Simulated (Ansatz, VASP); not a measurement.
**Ti in VASP and in Ansatz**

The input INCAR:

```
SYSTEM = Ti
  PREC = Accurate
  ENCUT = 520
  EDIFF = 1E-7
  ISMEAR = -1
  SIGMA = 0.08
  LREAL = .False.
  LASPH = .True.
  NELM = 60
  ALGO = Normal
  ISIF = 2
  LWAVE = .False.
  LCHARG = .False.
  GGA = PE
  NBANDS = 19
```

The input KPOINTS:

```
regular mesh
0
Gamma
  12 12 12
  0 0 0
```

POSCAR

```
Ti
1.0
    0.0000000000      2.4637437877      2.4637437877
    2.4637437877      0.0000000000      2.4637437877
    2.4637437877      2.4637437877      0.0000000000
Ti
2
Direct
   -0.1250000000     -0.1250000000     -0.1250000000
    0.1250000000      0.1250000000      0.1250000000
```

Input for Ansatz:

```yaml
crystal:
  lattice:
    - [0.0, 2.4637437877, 2.4637437877]
    - [2.4637437877, 0.0, 2.4637437877]
    - [2.4637437877, 2.4637437877, 0.0]
  atoms:
    - { symbol: Ti, position: [-0.125, -0.125, -0.125] }
    - { symbol: Ti, position: [0.125, 0.125, 0.125] }
kpoints:
  mp_grid: { grid: [12, 12, 12] }
scf:
  occupations: { method: fermi_dirac, width: 0.08 }
hamiltonian:
  xc: pbe
  pseudopotentials: { kind: all_electron, lapw: { basis_error: 0.001 } }
output:
  forces: true
  stress: true
  eigenvalues: true
  populations: true
```

Change from the starting cell: volume scaled by 0.65, LAPW.

Alike in both runs: task single point; functional PBE; k mesh 12 × 12 × 12; occupations fermi-dirac, width 0.08 eV; no spin polarisation.

|  | VASP | Ansatz |
| --- | --- | --- |
| version | VASP 6.6.1 | Ansatz 0.2.0 |
| potentials or method | VASP PAW PBE potentials, release 64 (Ti_sv), cutoff 520 eV | all-electron LAPW, scalar-relativistic |

|  | VASP | Ansatz | Ansatz less VASP |
| --- | --- | --- | --- |
| pressure (GPa) | 29.0 | 27.0 | -1.94 |

Ansatz ran all-electron here, and VASP with PAW potentials.
